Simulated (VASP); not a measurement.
Nb5Pd3:

```
Nb Pd
1.0
     0.00000    4.07750    4.07750
     4.07750    0.00000    4.07750
     4.07750    4.07750    0.00000
Nb Pd
5 3
Direct
  0.00000 0.00000 0.00000
  0.00000 0.00000 0.50000
  0.00000 0.50000 0.00000
  0.50000 0.00000 0.50000
  0.50000 0.50000 0.50000
  0.00000 0.50000 0.50000
  0.50000 0.00000 0.00000
  0.50000 0.50000 0.00000
```

```yaml
Program: VASP 6.6.1
Task: relaxation of volume and atoms at fixed shape
Functional: LDA
Potentials_or_basis: VASP PAW LDA potentials, release 64 (Nb_sv, Pd)
Cutoff: 500 eV
k_mesh: 5 × 5 × 5
Occupations: methfessel-paxton, width 0.05 eV
Spin: no spin polarisation
```

At the start: pressure -11.7 GPa; volume 16.95 Å³/atom.

**Question.** Where does the relaxation end?

**Answer.** Over 4 steps the energy falls by 39.8 meV/atom and the volume is 15.92 Å³/atom (-6.1 %); space group I4/mmm (No. 139, to 0.1 Å) before and after.

Step by step:
```
step  energy change (eV)  largest force (eV/Å)  pressure (GPa)  volume (Å³)
   1              0.0000                0.0000          -11.69       135.59
   2              1.0722                0.0000           34.06       112.73
   3             -0.3181                0.0000           -0.55       127.65
   4             -0.3186                0.0000           -0.08       127.37
```

Final structure:
```yaml
crystal:
  lattice:
    - [0.00000, 3.99345, 3.99345]
    - [3.99345, 0.00000, 3.99345]
    - [3.99345, 3.99345, 0.00000]
  atoms:
    - { symbol: Nb, position: [0.00000, 0.00000, 0.00000] }
    - { symbol: Nb, position: [0.00000, 0.00000, 0.50000] }
    - { symbol: Nb, position: [0.00000, 0.50000, 0.00000] }
    - { symbol: Nb, position: [0.50000, 0.00000, 0.50000] }
    - { symbol: Nb, position: [0.50000, 0.50000, 0.50000] }
    - { symbol: Pd, position: [0.00000, 0.50000, 0.50000] }
    - { symbol: Pd, position: [0.50000, 0.00000, 0.00000] }
    - { symbol: Pd, position: [0.50000, 0.50000, 0.00000] }
```
